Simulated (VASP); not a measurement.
Input of a VASP 6.6.1 run:

The input INCAR:

```
PREC = Accurate ; ENCUT = 520
EDIFF = 1E-7 ; ISMEAR = 0
SIGMA = 0.05 ; LREAL = F
LASPH = T ; NELM = 60
ALGO = Normal ; ISIF = 2
LWAVE = F ; LCHARG = T
LELF = T ; LVHAR = T
NBANDS = 13
```

File KPOINTS:

```
regular mesh
0
Gamma
  10 10 5
```

Contents of POSCAR:

```
Mo
1.0
    3.2274645600      0.0000000000      0.0000000000
   -1.6137322800      2.7950663000      0.0000000000
    0.0000000000      0.0000000000      6.3124734200
Mo
1
Direct
    0.0000000000      0.0000000000      0.5000000000
```

Potentials or basis: VASP PAW LDA potentials, release 64 (Mo_sv).

The run is started by

```console
$ cat potpaw_LDA.64/Mo_sv/POTCAR > POTCAR
$ mpirun -np 1 vasp_std > vasp.out
```

**Question.** Predict the pressure.

**Answer.** -16.3 GPa.

**Question.** Estimate the band gap on the k mesh.

**Answer.** Zero (band 7 reaches 0.36 eV, above the bottom of band 8 at -0.26 eV).

Stress tensor (GPa, compression positive):
```
-24.22   0.00   0.00
  0.00 -24.22   0.00
  0.00   0.00  -0.43
```
